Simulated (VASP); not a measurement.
# GaN in VASP: further runs

GaN is run at these levels: r2SCAN; tasks: single point.

All numbers are computed with VASP 6.6.1; they aren't measurements. Logs are shortened: lines on timing, memory, paths and dates and some standing lists are left out, and cuts for length are marked.

## 1. The cell of the first run

The structure is tetragonal, space group I-4m2 (No. 119). Conventional cell: a = 3.180 Å, b = 3.180 Å, c = 4.699 Å, α = 90.00°, β = 90.00°, γ = 90.00°. Ga (site symmetry -4m2) has 4 N at 1.98 Å within 2.6 Å. N (site symmetry -4m2) has 4 Ga at 1.98 Å within 2.6 Å.

## 2. Single point, r2SCAN (uniaxial z strain +4.5%)

File POSCAR:

```
GaN
1.0
    0.0000000000      2.2489525444      2.3494807231
    2.2489525444      0.0000000000      2.3494807231
    2.2489525444      2.2489525444      0.0000000000
Ga N
1 1
Direct
    0.0000000000      0.0000000000      0.0000000000
    0.2500000000      0.2500000000      0.2500000000
```

File INCAR.step1:

```
SYSTEM = GaN
PREC = Accurate ; ENCUT = 520
ISMEAR = 0 ; SIGMA = 0.01
LREAL = .FALSE. ; LASPH = .TRUE.
NELM = 100 ; NBANDS = 16
GGA = PE ; ALGO = Normal
EDIFF = 1E-4 ; LWAVE = .TRUE.
LCHARG = .FALSE.
```

File INCAR.step2:

```
SYSTEM = GaN
PREC = Accurate ; ENCUT = 520
EDIFF = 1E-7 ; ISMEAR = 0
SIGMA = 0.01 ; LREAL = .FALSE.
LASPH = .TRUE. ; NELM = 100
ALGO = Normal ; ISIF = 2
LWAVE = .FALSE. ; LCHARG = .TRUE.
METAGGA = R2SCAN ; LMIXTAU = .TRUE.
LELF = .TRUE. ; LVHAR = .TRUE.
NBANDS = 16 ; ISTART = 1
```

File KPOINTS:

```
Automatic mesh
0
G
  10 10 10
  0 0 0
```

Potentials or basis: VASP PAW PBE potentials, release 64 (Ga_d, N).

The run is started by

```sh
$ cat potpaw_PBE.64/Ga_d/POTCAR potpaw_PBE.64/N/POTCAR > POTCAR
$ cp INCAR.step1 INCAR
$ mpirun -np 1 vasp_std > vasp.out
$ cp INCAR.step2 INCAR
$ mpirun -np 1 vasp_std > vasp.out
```

OUTCAR:

```text
SYSTEM = GaN
   PREC = Accurate
   ENCUT = 520
   EDIFF = 1E-7
   ISMEAR = 0
   LREAL = .FALSE.
   LASPH = .TRUE.
   NELM = 100
   ISIF = 2
   METAGGA = R2SCAN
   ISTART = 1

 ion  position               nearest neighbor table
   1  0.000  0.000  0.000-   2 1.98   2 1.98   2 1.98   2 1.98
   2  0.250  0.250  0.250-   1 1.98   1 1.98   1 1.98   1 1.98

  LATTYP: Found a body centered tetragonal cell.
 ALAT       =     3.1804991894
 C/A-ratio  =     1.4774289086

  Lattice vectors:

 A1 = (  -2.2489525444,   0.0000000000,   2.3494807231)
 A2 = (   2.2489525444,   0.0000000000,   2.3494807231)
 A3 = (   0.0000000000,   2.2489525444,  -2.3494807231)

Analysis of symmetry for initial positions (statically):
=====================================================================
 Subroutine PRICEL returns:
 Original cell was already a primitive cell.

 Routine SETGRP: Setting up the symmetry group for a
 body centered tetragonal supercell.

 Subroutine GETGRP returns: Found  8 space group operations
 (whereof  8 operations were pure point group operations)
 out of a pool of 16 trial point group operations.

The static configuration has the point symmetry D_2d.

Analysis of symmetry for dynamics (positions and initial velocities):
=====================================================================
 Subroutine PRICEL returns:
 Original cell was already a primitive cell.

 Routine SETGRP: Setting up the symmetry group for a
 body centered tetragonal supercell.

 Subroutine GETGRP returns: Found  8 space group operations
 (whereof  8 operations were pure point group operations)
 out of a pool of 16 trial point group operations.

The dynamic configuration has the point symmetry D_2d.

 Subroutine INISYM returns: Found  8 space group operations
 (whereof  8 operations are pure point group operations),
 and found     1 'primitive' translations

----------------------------------------------------------------------------------------

                                     Primitive cell

  volume of cell :      23.7663

  direct lattice vectors                    reciprocal lattice vectors
     0.000000000  2.248952544  2.349480723    -0.222325723  0.222325723  0.212812982
     2.248952544  0.000000000  2.349480723     0.222325723 -0.222325723  0.212812982
     2.248952544  2.248952544  0.000000000     0.222325723  0.222325723 -0.212812982

  length of vectors
     3.252360253  3.252360253  3.180499189     0.379666722  0.379666722  0.379666722

  position of ions in fractional coordinates (direct lattice)
     0.000000000  0.000000000  0.000000000
     0.250000000  0.250000000  0.250000000

  ion indices of the primitive-cell ions
   primitive index   ion index
                 1           1
                 2           2

----------------------------------------------------------------------------------------

 KPOINTS: Automatic mesh

Automatic generation of k-mesh.
 Grid dimensions read from file:
 generate k-points for:   10   10   10

 Generating k-lattice:

  Cartesian coordinates                     Fractional coordinates (reciprocal lattice)
    -0.022232572  0.022232572  0.021281298     0.100000000  0.000000000  0.000000000
     0.022232572 -0.022232572  0.021281298     0.000000000  0.100000000  0.000000000
     0.022232572  0.022232572 -0.021281298     0.000000000  0.000000000  0.100000000

  Length of vectors
     0.037966672  0.037966672  0.037966672

  Shift w.r.t. Gamma in fractional coordinates (k-lattice)
     0.000000000  0.000000000  0.000000000

 Subroutine IBZKPT returns following result:
 ===========================================

 Found    102 irreducible k-points:

 Following reciprocal coordinates:
            Coordinates               Weight
  0.000000  0.000000  0.000000      1.000000
  0.100000  0.000000  0.000000      8.000000
  0.200000  0.000000  0.000000      8.000000
  0.300000  0.000000  0.000000      8.000000
  0.400000  0.000000  0.000000      8.000000
  0.500000  0.000000  0.000000      4.000000
[... 16 lines left out ...]
  0.300000  0.300000  0.000000      2.000000
  0.400000  0.300000  0.000000      8.000000
 [... further k-points ...]
   k-points           NKPTS =    102   k-points in BZ     NKDIM =    102   number of bands    NBANDS=     16
   number of dos      NEDOS =    301   number of ions     NIONS =      2
   total plane-waves  NPLWV =  13824
   dimension x,y,z NGX =    24 NGY =   24 NGZ =   24
   dimension x,y,z NGXF=    48 NGYF=   48 NGZF=   48
   ions per type =               1   1
   NGX,Y,Z   is equivalent  to a cutoff of  12.27, 12.27, 12.54 a.u.
   NGXF,Y,Z  is equivalent  to a cutoff of  24.54, 24.54, 25.09 a.u.
 SYSTEM =  GaN
   PREC   = accura    normal or accurate (medium, high low for compatibility)
   ISTART =      1    job   : 0-new  1-cont  2-samecut
   ICHARG =      0    charge: 1-file 2-atom 10-const
   ISPIN  =      1    spin polarized calculation?
   LNONCOLLINEAR =      F non collinear calculations
   LSORBIT =      F    spin-orbit coupling
   LASPH  =      T    aspherical Exc in radial PAW
   ENCUT  =  520.0 eV  38.22 Ry    6.18 a.u.   6.05  6.05  5.91*2*pi/ulx,y,z
   NELM   =    100;   NELMIN=  2; NELMDL=  0     # of ELM steps
   EDIFF  = 0.1E-06   stopping-criterion for ELM
   LREAL  =      F    real-space projection
   EDIFFG = 0.1E-05   stopping-criterion for IOM
   NSW    =      0    number of steps for IOM
   IBRION =     -1    ionic relax: 0-MD 1-quasi-New 2-CG
   NFREE  =      0    steps in history (QN), initial steepest desc. (CG)
   ISIF   =      2    stress and relaxation
   ISYM   =      2    0-nonsym 1-usesym 2-fastsym
   POTIM  = 0.5000    time-step for ionic-motion
   TEBEG  =    0.0;   TEEND  =   0.0 temperature during run
   PSTRESS=    0.0 pullay stress
   NELECT =      18.0000    total number of electrons
   NUPDOWN=      -1.0000    fix difference up-down
   EMIN   =  10.00;   EMAX   =-10.00  energy-range for DOS
   EFERMI =   0.00;   METHOD = LEGACY
   ISMEAR =     0;   SIGMA  =   0.01  broadening in eV -4-tet -1-fermi 0-gaus
   EFERMI_NEDOS =   21; number of points for ismear=-14 and -15
   IALGO  =     38    algorithm
   IMIX   =      4    mixing-type and parameters
     AMIX     =   0.40;   BMIX     =  1.00
     AMIX_MAG =   1.60;   BMIX_MAG =  1.00
  volume/ion in A,a.u.               =      11.88        80.19
  Fermi-wavevector in a.u.,A,eV,Ry     =   1.492261  2.819965 30.298045  2.226843
  Thomas-Fermi vector in A             =   2.604812
   LORBIT       =      0    0 simple, 1 ext, 2 COOP (PROOUT), +10 PAW based schemes
   METAGGA = R2SCAN    functional components
   LHFCALC =     F    Hartree Fock is set to
   AEXX    =    0.0000 exact exchange contribution
   IVDW    =     0    specifies the selected vdW correction
   LEPSILON=     F    determine dielectric tensor
   LRPA    =     F    only Hartree local field effects (RPA)
 non-spin polarized calculation
 Gauss-broadening in eV      SIGMA  =   0.01
  energy-cutoff  :      520.00
  volume of cell :       23.77
 maximum number of plane-waves:       654
   NGX = 13   NGY = 13   NGZ = 11

 number of electron      17.9999991 magnetization

 Free energy of the ion-electron system (eV)
  ---------------------------------------------------
  ext. energy  EPLUGINS =         0.00000000
  ---------------------------------------------------
  free energy    TOTEN  =       -21.86482147 eV

  energy without entropy =      -21.86482147  energy(sigma->0) =      -21.86482147

 E-fermi :   4.8581     XC(G=0): -12.4160

 val. band max:        4.6887659683   @ k =   0.0000   0.0000   0.0000
 cond. band min:       6.4774023979   @ k =   0.0000   0.0000   0.0000
 fundamental gap:      1.7886364296
 Fermi energy:         4.8580765455

 k-point     1 :       0.0000    0.0000    0.0000
  band No.  band energies     occupation
      1     -11.7932      2.00000
      2      -9.2267      2.00000
      3      -9.1814      2.00000
      4      -9.1814      2.00000
      5      -8.8878      2.00000
      6      -8.8856      2.00000
[... 8 lines left out ...]
     15      23.1300      0.00000
     16      23.9111      0.00000

 k-point     2 :       0.1000    0.0000    0.0000
  band No.  band energies     occupation
      1     -11.6909      2.00000
      2      -9.2065      2.00000
      3      -9.1689      2.00000
      4      -9.1467      2.00000
      5      -8.8897      2.00000
      6      -8.8852      2.00000
[... 8 lines left out ...]
     15      23.0032      0.00000
     16      23.1441      0.00000

 k-point     3 :       0.2000    0.0000    0.0000
  band No.  band energies     occupation
      1     -11.4332      2.00000
      2      -9.1708      2.00000
      3      -9.1393      2.00000
      4      -8.9887      2.00000
      5      -8.8915      2.00000
      6      -8.8781      2.00000
[... 8 lines left out ...]
     15      22.1209      0.00000
     16      22.1881      0.00000

 k-point     4 :       0.3000    0.0000    0.0000
  band No.  band energies     occupation
      1     -11.1547      2.00000
      2      -9.1426      2.00000
      3      -9.1115      2.00000
      4      -8.8840      2.00000
      5      -8.8677      2.00000
      6      -8.6078      2.00000
[... 8 lines left out ...]
     15      22.4694      0.00000
     16      22.4740      0.00000

 k-point     5 :       0.4000    0.0000    0.0000
  band No.  band energies     occupation
      1     -10.9798      2.00000
      2      -9.1294      2.00000
      3      -9.0982      2.00000
      4      -8.8683      2.00000
      5      -8.8436      2.00000
      6      -8.0667      2.00000
[... 8 lines left out ...]
     15      23.7786      0.00000
     16      23.9638      0.00000

 k-point     6 :       0.5000    0.0000    0.0000
  band No.  band energies     occupation
      1     -10.9264      2.00000
      2      -9.1264      2.00000
      3      -9.0953      2.00000
      4      -8.8599      2.00000
      5      -8.8324      2.00000
      6      -7.7618      2.00000
[... 8 lines left out ...]
     15      24.8077      0.00000
     16      25.0079      0.00000

 k-point     7 :       0.1000    0.1000    0.0000
  band No.  band energies     occupation
      1     -11.6638      2.00000
      2      -9.1840      2.00000
      3      -9.1578      2.00000
      4      -9.1578      2.00000
      5      -8.8965      2.00000
      6      -8.8821      2.00000
[... 8 lines left out ...]
     15      23.9217      0.00000
     16      25.1472      0.00000

 k-point     8 :       0.2000    0.1000    0.0000
  band No.  band energies     occupation
      1     -11.4636      2.00000
      2      -9.1571      2.00000
      3      -9.1275      2.00000
      4      -9.0458      2.00000
      5      -8.9000      2.00000
      6      -8.8775      2.00000
[... 8 lines left out ...]
     15      23.9649      0.00000
     16      24.1955      0.00000

 k-point     9 :       0.3000    0.1000    0.0000
  band No.  band energies     occupation
      1     -11.1961      2.00000
      2      -9.1367      2.00000
      3      -9.0964      2.00000
      4      -8.9098      2.00000
      5      -8.8704      2.00000
      6      -8.7160      2.00000
[... 8 lines left out ...]
     15      23.0058      0.00000
     16      23.9528      0.00000
[... 172 lines left out ...]
 k-point    19 :       0.5000    0.2000    0.0000
  band No.  band energies     occupation
      1     -10.8628      2.00000
      2      -9.0993      2.00000
      3      -9.0288      2.00000
      4      -8.9079      2.00000
      5      -8.8543      2.00000
      6      -7.7006      2.00000
[... 8 lines left out ...]
     15      25.1130      0.00000
     16      25.8858      0.00000

 k-point    20 :      -0.4000    0.2000    0.0000
  band No.  band energies     occupation
      1     -10.8498      2.00000
      2      -9.1066      2.00000
      3      -9.0352      2.00000
      4      -8.8826      2.00000
      5      -8.8753      2.00000
      6      -7.5545      2.00000
[... 8 lines left out ...]
     15      23.8638      0.00000
     16      25.0244      0.00000

 k-point    21 :      -0.3000    0.2000    0.0000
  band No.  band energies     occupation
      1     -10.9131      2.00000
      2      -9.1125      2.00000
      3      -9.0533      2.00000
      4      -8.9024      2.00000
      5      -8.8793      2.00000
      6      -7.9213      2.00000
[... 8 lines left out ...]
     15      22.8137      0.00000
     16      25.3225      0.00000

 k-point    22 :      -0.2000    0.2000    0.0000
  band No.  band energies     occupation
      1     -11.0622      2.00000
      2      -9.1253      2.00000
      3      -9.0871      2.00000
      4      -8.9138      2.00000
      5      -8.8935      2.00000
      6      -8.4194      2.00000
[... 8 lines left out ...]
     15      22.8062      0.00000
     16      25.3318      0.00000

 k-point    23 :       0.3000    0.3000    0.0000
  band No.  band energies     occupation
      1     -11.0079      2.00000
      2      -9.0185      2.00000
      3      -9.0103      2.00000
      4      -9.0103      2.00000
      5      -8.8489      2.00000
      6      -8.5175      2.00000
[... 8 lines left out ...]
     15      27.6832      0.00000
     16      27.6887      0.00000

 k-point    24 :       0.4000    0.3000    0.0000
  band No.  band energies     occupation
      1     -10.8849      2.00000
      2      -9.0417      2.00000
      3      -8.9788      2.00000
      4      -8.9757      2.00000
      5      -8.8421      2.00000
      6      -8.1201      2.00000
[... 8 lines left out ...]
     15      27.4714      0.00000
     16      27.8801      0.00000

 [... further k-points ...]
[... 5 lines left out ...]
  --------------------------------------------------------------------------------------
  -------------------------------------------------------------------------------------
  Total       -0.7196756     -0.7196756     -1.6657901      0.0000000      0.0000000     -0.0000000
  in kB      -48.5159901    -48.5159901   -112.2970613      0.0000000      0.0000000     -0.0000000
  external PRESSURE =     -69.7763472 kB  Pullay stress =       0.0000000 kB

 VOLUME and BASIS-vectors are now :
 -----------------------------------------------------------------------------
  energy-cutoff  :      520.00
  volume of cell :       23.77
      direct lattice vectors                 reciprocal lattice vectors
     0.000000000  2.248952544  2.349480723    -0.222325723  0.222325723  0.212812982
     2.248952544  0.000000000  2.349480723     0.222325723 -0.222325723  0.212812982
     2.248952544  2.248952544  0.000000000     0.222325723  0.222325723 -0.212812982

 POSITION                                       TOTAL-FORCE (eV/Angst)
 -----------------------------------------------------------------------------------
      0.00000      0.00000      0.00000        -0.000000     -0.000000     -0.000000
      1.12448      1.12448      1.17474         0.000000      0.000000      0.000000
 -----------------------------------------------------------------------------------
    total drift:                                0.000019      0.000019     -0.000002

  FREE ENERGIE OF THE ION-ELECTRON SYSTEM (eV)
  ---------------------------------------------------
  free  energy   TOTEN  =       -21.8648214717 eV

  energy  without entropy=      -21.8648214717  energy(sigma->0) =      -21.86482147
```

Run time: 3.1 min. Hardware: 1 thread of Intel Xeon 8259CL, shared host; peak memory 0.17 GiB.

What came out:

- Free energy: -21.8648 eV
- Pressure: -7.0 GPa
- Band gap on the k mesh: 1.79 eV

Caveat: the cell differs from its parent crystal (uniaxial z strain +4.5%); the cell stands under tension; the PAW data sets were made with another functional, which shifts forces and pressure a little.

## 3. Single point, r2SCAN (strain along [111] +5.4%)

File POSCAR:

```
GaN
1.0
    0.0806624313      2.3296149756      2.3296149756
    2.3296149756      0.0806624313      2.3296149756
    2.3296149756      2.3296149756      0.0806624313
Ga N
1 1
Direct
    0.0016009285      0.0016009285      0.0016009285
    0.2483990715      0.2483990715      0.2483990715
```

File INCAR.step1:

```
SYSTEM = GaN
PREC = Accurate
ENCUT = 520
ISMEAR = 0
SIGMA = 0.01
LREAL = .FALSE.
LASPH = .TRUE.
NELM = 60
NBANDS = 16
GGA = PE
ALGO = Normal
EDIFF = 1E-4
LWAVE = .TRUE.
LCHARG = .FALSE.
```

File INCAR.step2:

```
SYSTEM = GaN
PREC = Accurate
ENCUT = 520
EDIFF = 1E-6
ISMEAR = 0
SIGMA = 0.01
LREAL = .FALSE.
LASPH = .TRUE.
NELM = 60
ALGO = Normal
ISIF = 2
LWAVE = .FALSE.
LCHARG = .FALSE.
METAGGA = R2SCAN
LMIXTAU = .TRUE.
NBANDS = 16
ISTART = 1
```

File KPOINTS:

```
regular mesh
0
G
  10 10 10
  0 0 0
```

Potentials or basis: VASP PAW PBE potentials, release 64 (Ga_d, N).

The run is started by

```sh
$ cat potpaw_PBE.64/Ga_d/POTCAR potpaw_PBE.64/N/POTCAR > POTCAR
$ cp INCAR.step1 INCAR
$ mpirun -np 1 vasp_std > vasp.out
$ cp INCAR.step2 INCAR
$ mpirun -np 1 vasp_std > vasp.out
```

It took 5.3 min on 1 thread of Intel Xeon 8259CL, shared host; peak memory 0.2 GiB.

It converged, with:

```
Free energy            : -21.8268 eV
Pressure               : -7.9 GPa
Largest force          : 0.018 eV/Å
Band gap on the k mesh : 1.63 eV
```

Forces in eV/Å, atoms in the order of the input:
```
Ga   0.011  0.011  0.011
N   -0.011 -0.011 -0.011
```

Stress tensor (GPa, compression positive):
```
-7.92 -5.46 -5.46
-5.46 -7.92 -5.46
-5.46 -5.46 -7.92
```

Levels at points of the mesh, in eV from the valence-band top:
```
           k point  band 5  band 6  band 7  band 8  band 9  band 10  band 11  band 12  band 13  band 14
(0.00, 0.00, 0.00)  -13.62  -13.62   -0.31    0.00    0.00     1.63     9.91    11.00    11.00    17.66
(0.50, 0.00, 0.00)  -13.57  -12.43   -6.90   -1.20   -1.02     4.54     9.04    10.42    10.67    15.90
(0.50, 0.50, 0.00)  -13.55  -12.10   -6.12   -2.94   -2.49     3.58     6.92    12.00    14.30    14.44
(0.50, 0.50, 0.50)  -13.58  -12.67   -7.12   -0.81   -0.81     5.20     8.85    11.18    11.18    16.36
```

Caveat: the cell differs from its parent crystal (strain along [111] +5.4%); the cell stands under tension; the PAW data sets were made with another functional, which shifts forces and pressure a little.
